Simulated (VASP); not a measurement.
# Al (Fm-3m) in VASP: further runs

The runs below take Al through single point, with r2SCAN.

Everything below comes from runs of VASP 6.6.1. Logs are shortened: lines on timing, memory, paths and dates and some standing lists are left out, and cuts for length are marked.

## Step 1: The cell of the first run

The structure is cubic, space group Fm-3m (No. 225). Conventional cell: a = 4.041 Å, b = 4.041 Å, c = 4.041 Å, α = 90.00°, β = 90.00°, γ = 90.00°. Al (site symmetry m-3m) has 12 Al at 2.86 Å within 3.8 Å.

## Step 2: Single point, r2SCAN

Contents of POSCAR:

```
Al
1.0
    0.0000000000      2.0203000000      2.0203000000
    2.0203000000      0.0000000000      2.0203000000
    2.0203000000      2.0203000000      0.0000000000
Al
1
Direct
    0.0000000000      0.0000000000      0.0000000000
```

Contents of INCAR.step1:

```
SYSTEM = Al
PREC = Accurate ; ENCUT = 550
ISMEAR = -1 ; SIGMA = 0.05
LREAL = .FALSE. ; LASPH = .TRUE.
NELM = 120 ; NBANDS = 8
GGA = PE ; ALGO = Normal
EDIFF = 1E-5 ; LWAVE = .TRUE.
LCHARG = .FALSE. ; GGA_COMPAT = .FALSE.
```

Contents of INCAR.step2:

```
SYSTEM = Al
PREC = Accurate ; ENCUT = 550
EDIFF = 1E-6 ; ISMEAR = -1
SIGMA = 0.05 ; LREAL = .FALSE.
LASPH = .TRUE. ; NELM = 120
ALGO = Normal ; ISIF = 2
LWAVE = .FALSE. ; LCHARG = .FALSE.
METAGGA = R2SCAN ; LMIXTAU = .TRUE.
NBANDS = 8 ; ISTART = 1
GGA_COMPAT = .FALSE.
```

Contents of KPOINTS:

```
regular mesh
0
G
  10 10 10
  0 0 0
```

Potentials or basis: VASP PAW PBE potentials, release 64 (Al).

Started as:

```bash
> cat potpaw_PBE.64/Al/POTCAR > POTCAR
> cp INCAR.step1 INCAR
> mpirun -np 1 vasp_std > vasp.out
> cp INCAR.step2 INCAR
> mpirun -np 1 vasp_std > vasp.out
```

OUTCAR:

```text
SYSTEM = Al
   PREC = Accurate
   ENCUT = 550
   EDIFF = 1E-6
   ISMEAR = -1
   LREAL = .FALSE.
   LASPH = .TRUE.
   NELM = 120
   ISIF = 2
   METAGGA = R2SCAN
   ISTART = 1

 ion  position               nearest neighbor table
   1  0.000  0.000  0.000-

  LATTYP: Found a face centered cubic cell.
 ALAT       =     4.0406000000

  Lattice vectors:

 A1 = (   0.0000000000,   2.0203000000,   2.0203000000)
 A2 = (   2.0203000000,   0.0000000000,   2.0203000000)
 A3 = (   2.0203000000,   2.0203000000,   0.0000000000)

Analysis of symmetry for initial positions (statically):
=====================================================================
 Subroutine PRICEL returns:
 Original cell was already a primitive cell.

 Routine SETGRP: Setting up the symmetry group for a
 face centered cubic supercell.

 Subroutine GETGRP returns: Found 48 space group operations
 (whereof 48 operations were pure point group operations)
 out of a pool of 48 trial point group operations.

The static configuration has the point symmetry O_h .

Analysis of symmetry for dynamics (positions and initial velocities):
=====================================================================
 Subroutine PRICEL returns:
 Original cell was already a primitive cell.

 Routine SETGRP: Setting up the symmetry group for a
 face centered cubic supercell.

 Subroutine GETGRP returns: Found 48 space group operations
 (whereof 48 operations were pure point group operations)
 out of a pool of 48 trial point group operations.

The dynamic configuration has the point symmetry O_h .

 Subroutine INISYM returns: Found 48 space group operations
 (whereof 48 operations are pure point group operations),
 and found     1 'primitive' translations

----------------------------------------------------------------------------------------

                                     Primitive cell

  volume of cell :      16.4922

  direct lattice vectors                    reciprocal lattice vectors
     0.000000000  2.020300000  2.020300000    -0.247487997  0.247487997  0.247487997
     2.020300000  0.000000000  2.020300000     0.247487997 -0.247487997  0.247487997
     2.020300000  2.020300000  0.000000000     0.247487997  0.247487997 -0.247487997

  length of vectors
     2.857135660  2.857135660  2.857135660     0.428661785  0.428661785  0.428661785

  position of ions in fractional coordinates (direct lattice)
     0.000000000  0.000000000  0.000000000

  ion indices of the primitive-cell ions
   primitive index   ion index
                 1           1

----------------------------------------------------------------------------------------

 KPOINTS: regular mesh

Automatic generation of k-mesh.
 Grid dimensions read from file:
 generate k-points for:   10   10   10

 Generating k-lattice:

  Cartesian coordinates                     Fractional coordinates (reciprocal lattice)
    -0.024748800  0.024748800  0.024748800     0.100000000  0.000000000  0.000000000
     0.024748800 -0.024748800  0.024748800     0.000000000  0.100000000  0.000000000
     0.024748800  0.024748800 -0.024748800     0.000000000  0.000000000  0.100000000

  Length of vectors
     0.042866178  0.042866178  0.042866178

  Shift w.r.t. Gamma in fractional coordinates (k-lattice)
     0.000000000  0.000000000  0.000000000

 Subroutine IBZKPT returns following result:
 ===========================================

 Found     47 irreducible k-points:

 Following reciprocal coordinates:
            Coordinates               Weight
  0.000000  0.000000  0.000000      1.000000
  0.100000  0.000000  0.000000      8.000000
  0.200000  0.000000  0.000000      8.000000
  0.300000  0.000000  0.000000      8.000000
  0.400000  0.000000  0.000000      8.000000
  0.500000  0.000000  0.000000      4.000000
[... 16 lines left out ...]
  0.300000  0.300000  0.000000      6.000000
  0.400000  0.300000  0.000000     24.000000
 [... further k-points ...]
   k-points           NKPTS =     47   k-points in BZ     NKDIM =     47   number of bands    NBANDS=      8
   number of dos      NEDOS =    301   number of ions     NIONS =      1
   total plane-waves  NPLWV =  13824
   dimension x,y,z NGX =    24 NGY =   24 NGZ =   24
   dimension x,y,z NGXF=    48 NGYF=   48 NGZF=   48
   ions per type =               1
   NGX,Y,Z   is equivalent  to a cutoff of  13.96, 13.96, 13.96 a.u.
   NGXF,Y,Z  is equivalent  to a cutoff of  27.93, 27.93, 27.93 a.u.
 SYSTEM =  Al
   PREC   = accura    normal or accurate (medium, high low for compatibility)
   ISTART =      1    job   : 0-new  1-cont  2-samecut
   ICHARG =      0    charge: 1-file 2-atom 10-const
   ISPIN  =      1    spin polarized calculation?
   LNONCOLLINEAR =      F non collinear calculations
   LSORBIT =      F    spin-orbit coupling
   LASPH  =      T    aspherical Exc in radial PAW
   ENCUT  =  550.0 eV  40.42 Ry    6.36 a.u.   5.46  5.46  5.46*2*pi/ulx,y,z
   NELM   =    120;   NELMIN=  2; NELMDL=  0     # of ELM steps
   EDIFF  = 0.1E-05   stopping-criterion for ELM
   LREAL  =      F    real-space projection
   EDIFFG = 0.1E-04   stopping-criterion for IOM
   NSW    =      0    number of steps for IOM
   IBRION =     -1    ionic relax: 0-MD 1-quasi-New 2-CG
   NFREE  =      0    steps in history (QN), initial steepest desc. (CG)
   ISIF   =      2    stress and relaxation
   ISYM   =      2    0-nonsym 1-usesym 2-fastsym
   POTIM  = 0.5000    time-step for ionic-motion
   TEBEG  =    0.0;   TEEND  =   0.0 temperature during run
   PSTRESS=    0.0 pullay stress
   NELECT =       3.0000    total number of electrons
   NUPDOWN=      -1.0000    fix difference up-down
   EMIN   =  10.00;   EMAX   =-10.00  energy-range for DOS
   EFERMI =   0.00;   METHOD = LEGACY
   ISMEAR =    -1;   SIGMA  =   0.05  broadening in eV -4-tet -1-fermi 0-gaus
   EFERMI_NEDOS =   21; number of points for ismear=-14 and -15
   IALGO  =     38    algorithm
   IMIX   =      4    mixing-type and parameters
     AMIX     =   0.40;   BMIX     =  1.00
     AMIX_MAG =   1.60;   BMIX_MAG =  1.00
  volume/ion in A,a.u.               =      16.49       111.29
  Fermi-wavevector in a.u.,A,eV,Ry     =   0.927590  1.752891 11.706768  0.860423
  Thomas-Fermi vector in A             =   2.053676
   LORBIT       =      0    0 simple, 1 ext, 2 COOP (PROOUT), +10 PAW based schemes
   METAGGA = R2SCAN    functional components
   LHFCALC =     F    Hartree Fock is set to
   AEXX    =    0.0000 exact exchange contribution
   IVDW    =     0    specifies the selected vdW correction
   LEPSILON=     F    determine dielectric tensor
   LRPA    =     F    only Hartree local field effects (RPA)
 non-spin polarized calculation
  energy-cutoff  :      550.00
  volume of cell :       16.49
 maximum number of plane-waves:       531
 NGX is ok and might be reduce to    24
   NGX = 11   NGY = 11   NGZ = 11

 number of electron       3.0000000 magnetization

 Free energy of the ion-electron system (eV)
  ---------------------------------------------------
  ext. energy  EPLUGINS =         0.00000000
  ---------------------------------------------------
  free energy    TOTEN  =        -6.71633392 eV

  energy without entropy =       -6.71148584  energy(sigma->0) =       -6.71390988

 E-fermi :   8.1323     XC(G=0): -10.9105

 val. band max:        8.0677868778   @ k =  -0.4000   0.4000   0.1000
 cond. band min:       8.2025110843   @ k =  -0.4000   0.4000   0.0000
 fundamental gap:      0.1347242065
 Fermi energy:         8.1323341222

 k-point     1 :       0.0000    0.0000    0.0000
  band No.  band energies     occupation
      1      -3.8214      2.00000
      2      21.3467      0.00000
      3      21.3467      0.00000
      4      21.3467      0.00000
      5      23.2492      0.00000
      6      23.2493      0.00000
      7      23.2493      0.00000
      8      25.3830      0.00000

 k-point     2 :       0.1000    0.0000    0.0000
  band No.  band energies     occupation
      1      -3.5324      2.00000
      2      17.9315      0.00000
      3      20.6623      0.00000
      4      20.6623      0.00000
      5      23.8081      0.00000
      6      24.3768      0.00000
      7      24.3768      0.00000
      8      27.2462      0.00000

 k-point     3 :       0.2000    0.0000    0.0000
  band No.  band energies     occupation
      1      -2.6688      2.00000
      2      13.6932      0.00000
      3      19.8912      0.00000
      4      19.8912      0.00000
      5      23.4724      0.00000
      6      24.7277      0.00000
      7      24.7277      0.00000
      8      26.8670      0.00000

 k-point     4 :       0.3000    0.0000    0.0000
  band No.  band energies     occupation
      1      -1.2408      2.00000
      2       9.7696      0.00000
      3      19.5290      0.00000
      4      19.5290      0.00000
      5      22.8327      0.00000
      6      22.8327      0.00000
      7      23.2759      0.00000
      8      27.0848      0.00000

 k-point     5 :       0.4000    0.0000    0.0000
  band No.  band energies     occupation
      1       0.7337      2.00000
      2       6.2802      2.00000
      3      19.6302      0.00000
      4      19.6302      0.00000
      5      21.2991      0.00000
      6      21.2991      0.00000
      7      23.4836      0.00000
      8      25.4696      0.00000
[... 177 lines left out ...]
 k-point    22 :      -0.2000    0.2000    0.0000
  band No.  band energies     occupation
      1      -0.7682      2.00000
      2      11.2479      0.00000
      3      12.9531      0.00000
      4      19.9692      0.00000
      5      22.1107      0.00000
      6      24.3239      0.00000
      7      25.6228      0.00000
      8      26.6192      0.00000

 k-point    23 :       0.3000    0.3000    0.0000
  band No.  band energies     occupation
      1      -0.3922      2.00000
      2      14.2729      0.00000
      3      15.0027      0.00000
      4      15.3309      0.00000
      5      15.3309      0.00000
      6      19.2837      0.00000
      7      31.6945      0.00000
      8      32.9979      0.00000

 k-point    24 :       0.4000    0.3000    0.0000
  band No.  band energies     occupation
      1       1.0097      2.00000
      2      11.6233      0.00000
      3      12.1998      0.00000
      4      14.9248      0.00000
      5      16.2732      0.00000
      6      20.2460      0.00000
      7      30.9855      0.00000
      8      33.4025      0.00000

 [... further k-points ...]

------------------------ aborting loop because EDIFF is reached ----------------------------------------

  FORCE on cell =-STRESS in cart. coord.  units (eV):
  Direction    XX          YY          ZZ          XY          YZ          ZX
  --------------------------------------------------------------------------------------
  -------------------------------------------------------------------------------------
  Total       -0.3888817     -0.3888817     -0.3888817      0.0000000     -0.0000000      0.0000000
  in kB      -37.7790079    -37.7790079    -37.7790079      0.0000000     -0.0000000      0.0000000
  external PRESSURE =     -37.7790079 kB  Pullay stress =       0.0000000 kB

 VOLUME and BASIS-vectors are now :
 -----------------------------------------------------------------------------
  energy-cutoff  :      550.00
  volume of cell :       16.49
      direct lattice vectors                 reciprocal lattice vectors
     0.000000000  2.020300000  2.020300000    -0.247487997  0.247487997  0.247487997
     2.020300000  0.000000000  2.020300000     0.247487997 -0.247487997  0.247487997
     2.020300000  2.020300000  0.000000000     0.247487997  0.247487997 -0.247487997

 POSITION                                       TOTAL-FORCE (eV/Angst)
 -----------------------------------------------------------------------------------
      0.00000      0.00000      0.00000         0.000000      0.000000     -0.000000
 -----------------------------------------------------------------------------------
    total drift:                                0.000000      0.000000     -0.000000

  FREE ENERGIE OF THE ION-ELECTRON SYSTEM (eV)
  ---------------------------------------------------
  free  energy   TOTEN  =        -6.7163339158 eV

  energy  without entropy=       -6.7114858402  energy(sigma->0) =       -6.71390988
```

It took 33 s on 1 thread of Intel Xeon 8259CL, shared host; peak memory 0.14 GiB.

What came out:

```
Free energy            : -6.7163 eV
Pressure               : -3.8 GPa
Band gap on the k mesh : zero (an odd number of electrons rules out a gap without spin polarisation)
```

Caveat: the cell stands under tension; the PAW data sets were made with another functional, which shifts forces and pressure a little.

## Step 3: Single point, r2SCAN

POSCAR is that of step 2.

Contents of INCAR.step1:

```
ALGO = Normal ; EDIFF = 1E-5
ENCUT = 550 ; GGA = PE
GGA_COMPAT = F ; ISMEAR = -1
LASPH = T ; LCHARG = F
LREAL = F ; LWAVE = T
NBANDS = 8 ; NELM = 120
PREC = Accurate ; SIGMA = 0.05
```

Contents of INCAR.step2:

```
ALGO = Normal ; EDIFF = 1E-6
ENCUT = 550 ; GGA_COMPAT = F
ISIF = 2 ; ISMEAR = -1
ISTART = 1 ; LASPH = T
LCHARG = F ; LMIXTAU = T
LREAL = F ; LWAVE = F
METAGGA = R2SCAN ; NBANDS = 8
NELM = 120 ; PREC = Accurate
SIGMA = 0.05
```

Contents of KPOINTS:

```
k-points
0
Gamma
  10 10 10
```

Potentials or basis: VASP PAW PBE potentials, release 64 (Al).

Started as:

```bash
> cat potpaw_PBE.64/Al/POTCAR > POTCAR
> cp INCAR.step1 INCAR
> mpirun -np 1 vasp_std > vasp.out
> cp INCAR.step2 INCAR
> mpirun -np 1 vasp_std > vasp.out
```

It took 30 s on 1 thread of Intel Xeon 8259CL, shared host; peak memory 0.13 GiB.

It converged, with:

```
Free energy            : -6.7163 eV
Pressure               : -3.8 GPa
Band gap on the k mesh : zero (an odd number of electrons rules out a gap without spin polarisation)
```

Levels at points of the mesh, in eV from the Fermi level:
```tsv
k point	band 1	band 2	band 3	band 4
(0.00, 0.00, 0.00)	-11.95	13.21	13.21	13.21
(0.50, 0.00, 0.00)	-5.11	-4.64	11.97	11.97
(0.50, 0.50, 0.00)	-3.27	-1.76	5.35	5.89
```

Caveat: the cell stands under tension; the PAW data sets were made with another functional, which shifts forces and pressure a little.
